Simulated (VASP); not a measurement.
# CuSi16 (a cell with a defect) in VASP: single point with PBE

Aim: the single point of CuSi16 (a cell with a defect) with PBE.

Everything below comes from runs of VASP 6.6.1. Logs are shortened: lines on timing, memory, paths and dates and some standing lists are left out, and cuts for length are marked.

### Step 1. The cell of the first run

The cell holds a defect, 17 atoms: a = 7.679 Å, b = 7.679 Å, c = 7.679 Å, α = 60.00°, β = 60.00°, γ = 60.00°.

### Step 2. Single point, PBE

INCAR

```
SYSTEM = CuSi16
  PREC = Accurate
  ENCUT = 520
  EDIFF = 1E-7
  ISMEAR = 0
  SIGMA = 0.05
  LREAL = Auto
  LASPH = .True.
  NELM = 60
  ALGO = Normal
  ISIF = 2
  LWAVE = .False.
  LCHARG = .False.
  GGA = PE
  NBANDS = 52
  NELECT = 74.0
```

KPOINTS

```
regular mesh
0
Gamma
  2 2 2
  0 0 0
```

POSCAR

```
CuSi16
1.0
    0.0000000000      5.4300000000      5.4300000000
    5.4300000000      0.0000000000      5.4300000000
    5.4300000000      5.4300000000      0.0000000000
Si Cu
16 1
Direct
   -0.0266872816      0.0112253659      0.0078921062
    0.1172091047      0.1249659417      0.1338768690
    0.0105432484     -0.0201512170      0.5052082460
    0.1177469130      0.1255962047      0.6233110486
    0.0022837327      0.4972144112      0.0027263550
    0.1124712515      0.6370990290      0.1250754697
    0.0024685272      0.4976840972      0.4975789542
    0.1315475165      0.6086238376      0.6300304819
    0.5067661016      0.0063959701      0.0028198736
    0.6021483652      0.1672439609      0.1145073964
    0.5078513408      0.0061360468      0.4825159558
    0.6366647977      0.1231530155      0.6195110331
    0.4890921325      0.5388429600     -0.0141102336
    0.6282050451      0.6326857275      0.1265195272
    0.5054863443      0.4958638529      0.4991545487
    0.6284243754      0.6323887025      0.6122057988
    0.3385853951      0.9676672135      0.8460291294
```

Potentials or basis: VASP PAW PBE potentials, release 64 (Si, Cu).

Run with:

```console
> cat potpaw_PBE.64/Si/POTCAR potpaw_PBE.64/Cu/POTCAR > POTCAR
> mpirun -np 1 vasp_std > vasp.out
```

OUTCAR:

```text
SYSTEM = CuSi16
   PREC = Accurate
   ENCUT = 520
   EDIFF = 1E-7
   ISMEAR = 0
   LREAL = Auto
   LASPH = .True.
   NELM = 60
   ISIF = 2
   GGA = PE
   NELECT = 74.0

 ion  position               nearest neighbor table
   1  0.973  0.011  0.008-  10 2.34   6 2.35  17 2.35   2 2.41   4 2.41
   2  0.117  0.125  0.134-   3 2.33   5 2.33   1 2.41   9 2.44  17 2.47
   3  0.011  0.980  0.505-   8 2.33   4 2.33   2 2.33  12 2.35
   4  0.118  0.126  0.623-   3 2.33   7 2.33   1 2.41  11 2.45  17 2.46
   5  0.002  0.497  0.003-   2 2.33   6 2.34   8 2.34  14 2.35
   6  0.112  0.637  0.125-   5 2.34   7 2.34   1 2.35  13 2.37
   7  0.002  0.498  0.498-   4 2.33   8 2.34   6 2.34  16 2.35
   8  0.132  0.609  0.630-   3 2.33   7 2.34   5 2.34  15 2.35
   9  0.507  0.006  0.003-  10 2.32  14 2.34  17 2.35  12 2.40   2 2.44
  10  0.602  0.167  0.115-   9 2.32  11 2.32  13 2.33   1 2.34
  11  0.508  0.006  0.483-  10 2.32  16 2.34  17 2.35  12 2.40   4 2.45
  12  0.637  0.123  0.620-  15 2.34   3 2.35  11 2.40   9 2.40  17 2.52
  13  0.489  0.539  0.986-  10 2.33  14 2.35  16 2.35   6 2.37  17 2.69
  14  0.628  0.633  0.127-  15 2.34   9 2.34   5 2.35  13 2.35
  15  0.505  0.496  0.499-  12 2.34  16 2.34  14 2.34   8 2.35
  16  0.628  0.632  0.612-  15 2.34  11 2.34   7 2.35  13 2.35
  17  0.339  0.968  0.846-  11 2.35   9 2.35   1 2.35   4 2.46   2 2.47  12 2.52  13 2.69

  LATTYP: Found a face centered cubic cell.
 ALAT       =    10.8600000000

  Lattice vectors:

 A1 = (   0.0000000000,   5.4300000000,   5.4300000000)
 A2 = (   5.4300000000,   0.0000000000,   5.4300000000)
 A3 = (   5.4300000000,   5.4300000000,   0.0000000000)

Analysis of symmetry for initial positions (statically):
=====================================================================
 Subroutine PRICEL returns:
 Original cell was already a primitive cell.

 Routine SETGRP: Setting up the symmetry group for a
 face centered cubic supercell.

 Subroutine GETGRP returns: Found  1 space group operations
 (whereof  1 operations were pure point group operations)
 out of a pool of 48 trial point group operations.

The static configuration has the point symmetry C_1 .

Analysis of symmetry for dynamics (positions and initial velocities):
=====================================================================
 Subroutine PRICEL returns:
 Original cell was already a primitive cell.

 Routine SETGRP: Setting up the symmetry group for a
 face centered cubic supercell.

 Subroutine GETGRP returns: Found  1 space group operations
 (whereof  1 operations were pure point group operations)
 out of a pool of 48 trial point group operations.

The dynamic configuration has the point symmetry C_1 .

 Subroutine INISYM returns: Found  1 space group operations
 (whereof  1 operations are pure point group operations),
 and found     1 'primitive' translations

----------------------------------------------------------------------------------------

                                     Primitive cell

  volume of cell :     320.2060

  direct lattice vectors                    reciprocal lattice vectors
     0.000000000  5.430000000  5.430000000    -0.092081031  0.092081031  0.092081031
     5.430000000  0.000000000  5.430000000     0.092081031 -0.092081031  0.092081031
     5.430000000  5.430000000  0.000000000     0.092081031  0.092081031 -0.092081031

  length of vectors
     7.679179644  7.679179644  7.679179644     0.159489025  0.159489025  0.159489025

  position of ions in fractional coordinates (direct lattice)
     0.973312718  0.011225366  0.007892106
     0.117209105  0.124965942  0.133876869
     0.010543248  0.979848783  0.505208246
     0.117746913  0.125596205  0.623311049
     0.002283733  0.497214411  0.002726355
     0.112471251  0.637099029  0.125075470
[... 9 lines left out ...]
     0.628424375  0.632388703  0.612205799
     0.338585395  0.967667214  0.846029129

  ion indices of the primitive-cell ions
   primitive index   ion index
                 1           1
                 2           2
                 3           3
                 4           4
                 5           5
                 6           6
[... 9 lines left out ...]
                16          16
                17          17

----------------------------------------------------------------------------------------

 KPOINTS: regular mesh

Automatic generation of k-mesh.
 Grid dimensions read from file:
 generate k-points for:    2    2    2

 Generating k-lattice:

  Cartesian coordinates                     Fractional coordinates (reciprocal lattice)
    -0.046040516  0.046040516  0.046040516     0.500000000  0.000000000  0.000000000
     0.046040516 -0.046040516  0.046040516     0.000000000  0.500000000  0.000000000
     0.046040516  0.046040516 -0.046040516     0.000000000  0.000000000  0.500000000

  Length of vectors
     0.079744512  0.079744512  0.079744512

  Shift w.r.t. Gamma in fractional coordinates (k-lattice)
     0.000000000  0.000000000  0.000000000

 Subroutine IBZKPT returns following result:
 ===========================================

 Found      8 irreducible k-points:

 Following reciprocal coordinates:
            Coordinates               Weight
  0.000000  0.000000  0.000000      1.000000
  0.500000  0.000000  0.000000      1.000000
  0.000000  0.500000  0.000000      1.000000
  0.000000  0.000000  0.500000      1.000000
  0.500000  0.500000  0.500000      1.000000
  0.500000  0.500000  0.000000      1.000000
  0.000000  0.500000  0.500000      1.000000
  0.500000  0.000000  0.500000      1.000000
   k-points           NKPTS =      8   k-points in BZ     NKDIM =      8   number of bands    NBANDS=     52
   number of dos      NEDOS =    301   number of ions     NIONS =     17
   total plane-waves  NPLWV = 216000
   dimension x,y,z NGX =    60 NGY =   60 NGZ =   60
   dimension x,y,z NGXF=   120 NGYF=  120 NGZF=  120
   ions per type =              16   1
   NGX,Y,Z   is equivalent  to a cutoff of  12.99, 12.99, 12.99 a.u.
   NGXF,Y,Z  is equivalent  to a cutoff of  25.98, 25.98, 25.98 a.u.
 SYSTEM =  CuSi16
   PREC   = accura    normal or accurate (medium, high low for compatibility)
   ISTART =      0    job   : 0-new  1-cont  2-samecut
   ICHARG =      2    charge: 1-file 2-atom 10-const
   ISPIN  =      1    spin polarized calculation?
   LNONCOLLINEAR =      F non collinear calculations
   LSORBIT =      F    spin-orbit coupling
   LASPH  =      T    aspherical Exc in radial PAW
   ENCUT  =  520.0 eV  38.22 Ry    6.18 a.u.  14.28 14.28 14.28*2*pi/ulx,y,z
   NELM   =     60;   NELMIN=  2; NELMDL= -5     # of ELM steps
   EDIFF  = 0.1E-06   stopping-criterion for ELM
   LREAL  =      T    real-space projection
   EDIFFG = 0.1E-05   stopping-criterion for IOM
   NSW    =      0    number of steps for IOM
   IBRION =     -1    ionic relax: 0-MD 1-quasi-New 2-CG
   NFREE  =      0    steps in history (QN), initial steepest desc. (CG)
   ISIF   =      2    stress and relaxation
   ISYM   =      2    0-nonsym 1-usesym 2-fastsym
   POTIM  = 0.5000    time-step for ionic-motion
   TEBEG  =    0.0;   TEEND  =   0.0 temperature during run
   PSTRESS=    0.0 pullay stress
   NELECT =      74.0000    total number of electrons
   NUPDOWN=      -1.0000    fix difference up-down
   EMIN   =  10.00;   EMAX   =-10.00  energy-range for DOS
   EFERMI =   0.00;   METHOD = LEGACY
   ISMEAR =     0;   SIGMA  =   0.05  broadening in eV -4-tet -1-fermi 0-gaus
   EFERMI_NEDOS =   21; number of points for ismear=-14 and -15
   IALGO  =     38    algorithm
   IMIX   =      4    mixing-type and parameters
     AMIX     =   0.40;   BMIX     =  1.00
     AMIX_MAG =   1.60;   BMIX_MAG =  1.00
  volume/ion in A,a.u.               =      18.84       127.11
  Fermi-wavevector in a.u.,A,eV,Ry     =   1.004636  1.898488 13.732283  1.009294
  Thomas-Fermi vector in A             =   2.137265
   LORBIT       =      0    0 simple, 1 ext, 2 COOP (PROOUT), +10 PAW based schemes
   GGA     = PE    functional components
   LHFCALC =     F    Hartree Fock is set to
   AEXX    =    0.0000 exact exchange contribution
   IVDW    =     0    specifies the selected vdW correction
   LEPSILON=     F    determine dielectric tensor
   LRPA    =     F    only Hartree local field effects (RPA)
 non-spin polarized calculation
 Gauss-broadening in eV      SIGMA  =   0.05
  energy-cutoff  :      520.00
  volume of cell :      320.21
 maximum number of plane-waves:      8646
 NGX is ok and might be reduce to    60
   NGX = 29   NGY = 29   NGZ = 29

 number of electron      73.9999999 magnetization

 Free energy of the ion-electron system (eV)
  ---------------------------------------------------
  ext. energy  EPLUGINS =         0.00000000
  ---------------------------------------------------
  free energy    TOTEN  =       -94.22219254 eV

  energy without entropy =      -94.22109562  energy(sigma->0) =      -94.22164408

 E-fermi :   6.4051     XC(G=0):  -9.6098

 val. band max:        6.3368767990   @ k =   0.0000   0.0000   0.0000
 cond. band min:       6.4732897949   @ k =   0.0000   0.0000   0.0000
 fundamental gap:      0.1364129959
 Fermi energy:         6.4050833006

 k-point     1 :       0.0000    0.0000    0.0000
  band No.  band energies     occupation
      1      -5.8949      2.00000
      2      -3.5323      2.00000
      3      -3.5127      2.00000
      4      -3.4885      2.00000
      5      -3.4673      2.00000
      6      -2.0066      2.00000
[... 41 lines left out ...]
     48       8.4692      0.00000
     49       8.5627      0.00000

 k-point     2 :       0.5000    0.0000    0.0000
  band No.  band energies     occupation
      1      -5.1915      2.00000
      2      -4.9786      2.00000
      3      -3.3124      2.00000
      4      -3.2226      2.00000
      5      -3.1468      2.00000
      6      -3.0354      2.00000
[... 304 lines left out ...]
 k-point     8 :       0.5000    0.0000    0.5000
  band No.  band energies     occupation
      1      -4.9347      2.00000
      2      -4.7138      2.00000
      3      -3.8842      2.00000
      4      -3.7740      2.00000
      5      -3.7453      2.00000
      6      -3.7382      2.00000
[... 41 lines left out ...]
     48      10.4664      0.00000
     49      10.4836      0.00000
 [bands above 49 left out]

------------------------ aborting loop because EDIFF is reached ----------------------------------------

  FORCE on cell =-STRESS in cart. coord.  units (eV):
  Direction    XX          YY          ZZ          XY          YZ          ZX
  --------------------------------------------------------------------------------------
  -------------------------------------------------------------------------------------
  Total       -1.3484221     -1.2269485     -1.8854905      0.7109205     -0.0390449      0.1349993
  in kB       -6.7469418     -6.1391385     -9.4342080      3.5571497     -0.1953646      0.6754804
  external PRESSURE =      -7.4400961 kB  Pullay stress =       0.0000000 kB

 VOLUME and BASIS-vectors are now :
 -----------------------------------------------------------------------------
  energy-cutoff  :      520.00
  volume of cell :      320.21
      direct lattice vectors                 reciprocal lattice vectors
     0.000000000  5.430000000  5.430000000    -0.092081031  0.092081031  0.092081031
     5.430000000  0.000000000  5.430000000     0.092081031 -0.092081031  0.092081031
     5.430000000  5.430000000  0.000000000     0.092081031  0.092081031 -0.092081031

 POSITION                                       TOTAL-FORCE (eV/Angst)
 -----------------------------------------------------------------------------------
      0.10381      5.32794      5.34604         0.000146     -0.016314      0.002934
      1.40552      1.36340      1.31501         0.015168     -0.002403      0.007184
      8.06386      2.80053      5.37783        -0.005849      0.001655     -0.003170
      4.06657      4.02394      1.32135        -0.000363     -0.010151     -0.001209
      2.71468      0.02720      2.71227        -0.013206      0.004999     -0.005277
      4.13861      1.28988      4.07017         0.002452     -0.001486     -0.005682
[... 9 lines left out ...]
      6.75815      6.73662      6.84622        -0.002178     -0.005032     -0.000361
      9.84837      6.43246      7.09295        -0.010292      0.024632     -0.016343
 -----------------------------------------------------------------------------------
    total drift:                               -0.006535      0.004108     -0.006757

  FREE ENERGIE OF THE ION-ELECTRON SYSTEM (eV)
  ---------------------------------------------------
  free  energy   TOTEN  =       -94.2221925433 eV

  energy  without entropy=      -94.2210956151  energy(sigma->0) =      -94.22164408
```

Wall time 4.2 min (1 thread of Intel Xeon Platinum 8488C (Sapphire Rapids), shared host); peak memory 0.5 GiB.

What came out:

```yaml
Free_energy: -94.2222 eV
Largest_force: 0.031 eV/Å
```

Forces in eV/Å, atoms in the order of the input:
```
Si   0.000 -0.016  0.003
Si   0.015 -0.002  0.007
Si  -0.006  0.002 -0.003
Si   0.000 -0.010 -0.001
Si  -0.013  0.005 -0.005
Si   0.002 -0.001 -0.006
Si  -0.007  0.011 -0.006
Si   0.010 -0.007  0.008
Si   0.009  0.005  0.014
Si  -0.006  0.007 -0.010
Si   0.002 -0.017  0.006
Si   0.008 -0.004  0.017
Si   0.007 -0.005  0.007
Si   0.000  0.005 -0.004
Si  -0.009  0.009 -0.010
Si  -0.002 -0.005  0.000
Cu  -0.010  0.025 -0.016
```

Caveat: the k points lie up to 0.50 Å⁻¹ apart; the cell carries a net charge on a neutralising background, which shifts energy and pressure; the cell is charged against a uniform background, so pressure and absolute levels hang on convention.
